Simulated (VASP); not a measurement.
## BaTiO3: single point with PBEsol

BaTiO3:

```
Ba Ti O
1.0
     3.80686   -0.00002   -0.00021
    -0.00002    3.80711   -0.00005
     0.00064    0.00006    3.80695
Ba Ti O
1 1 3
Direct
  0.00001 0.00000 0.99999
  0.50002 0.50000 0.49999
  0.50000 0.50000 0.00001
  0.49998 0.00000 0.49999
  0.99999 0.50000 0.50001
```

```
Program                : VASP 6.6.1
Task                   : single point
Functional             : PBEsol
Potentials or basis    : VASP PAW PBE potentials, release 64 (Ba_sv, Ti_sv, O)
Cutoff                 : 520 eV
k mesh                 : 7 × 7 × 7
Occupations            : fermi-dirac, width 0.05 eV
Spin                   : no spin polarisation
Dipole correction      : no
Further INCAR settings : ALGO = Normal; EDIFF = 1e-06; NBANDS = 28
```

```json
{"Pressure": "33.2 GPa", "Band gap on the k mesh": "1.92 eV"}
```

Levels at points of the mesh, in eV from the valence-band top:
```csv
k point,band 16,band 17,band 18,band 19,band 20,band 21,band 22,band 23,band 24,band 25
"(0.00, 0.00, 0.00)",-1.42,-1.42,0.00,0.00,0.00,1.92,1.92,1.92,4.81,4.82
```

It took 57 s on 1 thread of Intel(R) Xeon(R) 6975P-C (Granite Rapids) (shared host), peak memory 0.26 GiB.

Caveat: the cell stands under pressure; the PAW data sets were made with another functional, which shifts forces and pressure a little; spin-orbit coupling is left out, which moves the levels of the heavy elements. A hybrid or GW would open this gap; PBEsol tends to underestimate it.
